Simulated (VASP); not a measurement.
# I: single point with PBEsol

I:

```
CELL_PARAMETERS angstrom
3.54353 -2.36928 0.00000
3.73533 2.65948 0.00000
0.00000 0.00000 10.09648
ATOMIC_POSITIONS crystal
I 0.83785 0.12051 0.11559
I 0.66215 0.37949 0.61559
I 0.18409 0.82778 0.88441
I 0.31591 0.67222 0.38441
```

This cell differs from its parent crystal: strained and its atoms moved.

```
Program                : VASP 6.6.1
Task                   : single point
Functional             : PBEsol
Potentials or basis    : VASP PAW PBE potentials, release 64 (I)
Cutoff                 : 520 eV
k mesh                 : 8 × 8 × 4
Occupations            : gaussian, width 0.02 eV
Spin                   : no spin polarisation
Dipole correction      : no
Further INCAR settings : ALGO = Normal; EDIFF = 1e-06; NBANDS = 22
```

| Quantity | Value |
| --- | --- |
| Pressure | -2.5 GPa |
| Largest force | 0.503 eV/Å |
| Band gap on the k mesh | 0.95 eV (least direct gap 1.09 eV) |

Forces in eV/Å, atoms in the order of the input:
```
I    0.080 -0.468 -0.166
I   -0.080  0.468 -0.166
I   -0.055  0.267  0.166
I    0.055 -0.267  0.166
```

Stress tensor (GPa, compression positive):
```
 0.05 -0.22  0.00
-0.22 -2.93  0.00
 0.00  0.00 -4.55
```

Levels at points of the mesh, in eV from the valence-band top:
| k point | band 12 | band 13 | band 14 | band 15 | band 16 | band 17 |
| --- | --- | --- | --- | --- | --- | --- |
| (0.00, 0.00, 0.00) | -0.57 | -0.07 | -0.05 | 1.08 | 1.73 | 5.21 |
| (0.50, 0.00, 0.00) | -1.06 | -0.43 | -0.27 | 1.61 | 1.76 | 5.42 |
| (0.00, 0.50, 0.00) | -0.78 | -0.33 | -0.29 | 1.67 | 1.86 | 5.90 |
| (0.50, 0.50, 0.00) | -1.19 | -0.72 | -0.23 | 0.95 | 1.36 | 5.31 |
| (0.00, 0.00, 0.50) | -0.73 | -0.06 | -0.06 | 1.26 | 1.26 | 5.75 |
| (0.50, 0.00, 0.50) | -0.67 | 0.00 | 0.00 | 1.26 | 1.26 | 5.81 |
| (0.00, 0.50, 0.50) | -0.57 | -0.02 | -0.02 | 1.33 | 1.33 | 6.33 |
| (0.50, 0.50, 0.50) | -1.11 | -0.79 | -0.79 | 1.04 | 1.04 | 6.15 |

It took 14 min on 1 thread of Intel Xeon 8259CL, with other jobs on the host, peak memory 0.49 GiB.

Caveat: the cell differs from its parent crystal (strained and its atoms moved); this functional lacks dispersion, which holds the molecules together, so the pressure and a relaxed volume are unreliable; the PAW data sets were made with another functional, which shifts forces and pressure a little; spin-orbit coupling is left out, which moves the levels of the heavy elements. A k mesh can miss the band edges.
